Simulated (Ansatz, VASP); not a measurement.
**Re in VASP and in Ansatz**

```
CELL_PARAMETERS angstrom
2.73919 0.00000 0.00000
-1.36959 2.37221 0.00000
0.00000 0.00000 4.41187
ATOMIC_POSITIONS crystal
Re 0.33333 0.66667 0.25000
Re 0.66667 0.33333 0.75000
```

Alike in both runs: task single point; functional LDA; k mesh 13 × 13 × 7; no spin polarisation.

```csv
,VASP,Ansatz
version,VASP 6.6.1,Ansatz 0.2.0
potentials or method,"VASP PAW LDA potentials, release 64 (Re), cutoff 600 eV","plane waves (420 eV) with PAW, scalar-relativistic"
occupations,"methfessel-paxton of order 1, width 0.3 eV","cold, width 0.3 eV"
valence electrons in the cell,14,30
```

```csv
,VASP,Ansatz,Ansatz less VASP
pressure (GPa),1.4,-0.2,-1.68
"traceless stress, the component that is largest in VASP (GPa)",0.10,0.46,+0.355
```

Ansatz warns that its potentials were made for another functional, while VASP's fit it. LDA's correlation is that of Perdew and Zunger in VASP and of Perdew and Wang (1992) in Ansatz. VASP's potentials hold 14 valence electrons a cell and Ansatz's 30, so a difference there can come from the potentials and not from the codes.

Neither program's run includes spin-orbit coupling.
